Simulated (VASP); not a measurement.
Write the native input for VASP 6.6.1 that does the following.

* Task: single point
* Functional: PBE
* Potentials or basis: VASP PAW PBE potentials, release 64 (Tl_d, Mo_sv, F)
* Cutoff: 520 eV
* k mesh: 6 × 6 × 2
* Occupations: gaussian, width 0.1 eV
* Spin: no spin polarisation
* Dipole correction: no
* Further INCAR settings: ALGO = Normal; EDIFF = 1e-06; NBANDS = 47

The structure of TlMo4F lies in POSCAR:

```
TlMo4F
1.0
    3.5552490542      0.0000000000      0.0000000000
    0.0000000000      3.5552490542      0.0000000000
    0.0000000000      0.0000000000      8.8519733812
Tl Mo F
1 4 1
Direct
    0.5000000000      0.5000000000      0.5000000000
    0.5000000000      0.0000000000      0.7721780586
    0.0000000000      0.5000000000      0.2278219414
    0.5000000000      0.0000000000      0.2278219414
    0.0000000000      0.5000000000      0.7721780586
    0.0000000000      0.0000000000      0.0000000000
```

The cell was generated, and may not be a known phase.

One way to write it, as run:

INCAR

```
ALGO     = Normal         # electronic algorithm
EDIFF    = 1E-6           # SCF threshold, eV
ENCUT    = 520            # plane-wave cutoff, eV
GGA      = PE             # functional
ISIF     = 2              # what is computed and relaxed
ISMEAR   = 0              # smearing method
LASPH    = T              # aspherical terms in the spheres
LCHARG   = F              # write CHGCAR
LREAL    = F              # projectors in reciprocal space
LWAVE    = F              # write WAVECAR
NBANDS   = 47             # bands
NELM     = 60             # most SCF steps
PREC     = Accurate       # precision mode
SIGMA    = 0.1            # smearing width, eV
```

KPOINTS

```
k-points
0
Gamma
  6 6 2
```

Potentials or basis: VASP PAW PBE potentials, release 64 (Tl_d, Mo_sv, F).

Command:

```sh
$ cat potpaw_PBE.64/Tl_d/POTCAR potpaw_PBE.64/Mo_sv/POTCAR potpaw_PBE.64/F/POTCAR > POTCAR
$ mpirun -np 1 vasp_std > vasp.out
```

Results of the run:

```
Pressure               : 0.3 GPa
Band gap on the k mesh : zero (bands 38 and 39 overlap by 1.33 eV)
```

Caveat: spin-orbit coupling is left out, which moves the levels of the heavy elements.

It took 58 s on 1 thread of Intel(R) Xeon(R) Platinum 8559C (Emerald Rapids), with other jobs on the host, peak memory 0.27 GiB.
